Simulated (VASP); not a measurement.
Here is a VASP 6.6.1 calculation.

File INCAR:

```
PREC = Accurate
ENCUT = 520
EDIFF = 1E-6
ISMEAR = 0
SIGMA = 0.02
LREAL = False
LASPH = True
NELM = 100
ALGO = Normal
ISIF = 2
LWAVE = False
LCHARG = False
GGA = CA
NBANDS = 12
```

Contents of KPOINTS:

```
Automatic mesh
0
Gamma
  8 8 8
```

POSCAR

```
CsH
1.0
    0.0000000000      3.1880000000      3.1880000000
    3.1880000000      0.0000000000      3.1880000000
    3.1880000000      3.1880000000      0.0000000000
Cs H
1 1
Direct
    0.0000000000      0.0000000000      0.0000000000
    0.5000000000      0.5000000000      0.5000000000
```

Potentials or basis: VASP PAW LDA potentials, release 64 (Cs_sv, H).

Launch:

```bash
$ cat potpaw_LDA.64/Cs_sv/POTCAR potpaw_LDA.64/H/POTCAR > POTCAR
$ mpirun -np 1 vasp_std > vasp.out
```

(1) Predict the pressure.

(2) What does it give for the band gap on the k mesh?

Results:

(1) -1.2 GPa.

(2) 1.94 eV, direct.

Caveat: spin-orbit coupling is left out, which moves the levels of the heavy elements.
